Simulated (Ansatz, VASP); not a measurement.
# Two plane-wave programs on AlN

Contents of INCAR:

```
  PREC = Accurate
  ENCUT = 600
  EDIFF = 1E-6
  ISMEAR = 0
  SIGMA = 0.05
  LREAL = F
  LASPH = T
  NELM = 120
  ALGO = Normal
  ISIF = 2
  LWAVE = F
  LCHARG = F
  GGA = PS
  NBANDS = 16
  GGA_COMPAT = F
```

Contents of KPOINTS:

```
Automatic mesh
0
Gamma
  12 12 6
```

Contents of POSCAR:

```
AlN
1.0
    3.1576671839      0.0000000000      0.0000000000
   -1.5788335919      2.7346199979      0.0000000000
    0.0000000000      0.0000000000      5.0526700000
Al N
2 2
Direct
    0.3333333333      0.6666666667      0.0000000000
    0.6666666667      0.3333333333      0.5000000000
    0.3333333333      0.6666666667      0.3850000000
    0.6666666667      0.3333333333      0.8850000000
```

Input for Ansatz:

```yaml
crystal:
  lattice:
    - [3.1576671839, 0.0, 0.0]
    - [-1.5788335919, 2.7346199979, 0.0]
    - [0.0, 0.0, 5.05267]
  atoms:
    - { symbol: Al, position: [0.3333333333, 0.6666666667, 0.0] }
    - { symbol: Al, position: [0.6666666667, 0.3333333333, 0.5] }
    - { symbol: "N", position: [0.3333333333, 0.6666666667, 0.385] }
    - { symbol: "N", position: [0.6666666667, 0.3333333333, 0.885] }
basis:
  ecutwfc: 420
kpoints:
  mp_grid: { grid: [12, 12, 6] }
hamiltonian:
  xc: pbesol
scf:
  occupations: { method: gaussian, width: 0.05 }
output:
  forces: true
  stress: true
  eigenvalues: true
```

Change from the starting cell: strain +0.015 along x and y, +0.015 along z, atoms carried along.

Alike in both runs: task single point; functional PBEsol; k mesh 12 × 12 × 6; occupations gaussian, width 0.05 eV; no spin polarisation.

```csv
,VASP,Ansatz
version,VASP 6.6.1,Ansatz 0.2.0
potentials or method,"VASP PAW PBE potentials, release 64 (Al, N), cutoff 600 eV","scalar-relativistic, plane waves, PAW"
valence electrons in the cell,16,16
```

|  | VASP | Ansatz | Ansatz less VASP |
| --- | --- | --- | --- |
| gap on the k mesh at the Fermi level (eV) | 3.70 | 3.69 | -0.014 |
| least direct gap on the mesh (eV) | 3.70 | 3.69 | -0.014 |
| pressure (GPa) | -8.0 | -7.8 | +0.25 |
| traceless stress, the component that is largest in VASP (GPa) | -0.61 | -0.60 | +0.012 |
| rms of the force components (eV/Å) | 0.101 | 0.100 | -0.0006 |

VASP's potentials were made for PBE, not for PBEsol. Atom by atom the forces differ by 0.001 eV/Å (rms over components).
